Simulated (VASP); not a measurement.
A run of VASP 6.6.1:

Contents of INCAR:

```
PREC = Accurate
ENCUT = 520
EDIFF = 1E-6
ISMEAR = 0
SIGMA = 0.15
LREAL = F
LASPH = T
NELM = 100
ALGO = Fast
ISIF = 2
LWAVE = F
LCHARG = F
GGA = PE
NBANDS = 11
```

File KPOINTS:

```
regular mesh
0
Gamma
  16 16 16
```

POSCAR

```
Ca
1.0
    0.0000000000      2.9497452678      2.5072834777
    2.9497452678      0.0000000000      2.5072834777
    2.9497452678      2.9497452678      0.0000000000
Ca
1
Direct
    0.0000000000      0.0000000000      0.0000000000
```

Potentials or basis: VASP PAW PBE potentials, release 64 (Ca_sv).

Command:

```bash
$ cat potpaw_PBE.64/Ca_sv/POTCAR > POTCAR
$ mpirun -np 1 vasp_std > vasp.out
```

Hardware: 1 thread of AMD EPYC 9R45 96-Core Processor (Zen 5), with other jobs on the host.

Task: Estimate the wall time of this run.

Result: Wall time 100 s on 1 thread of AMD EPYC 9R45 96-Core Processor (Zen 5), with other jobs on the host, peak memory 0.27 GiB. Counts: scf iterations 14, k points 349.
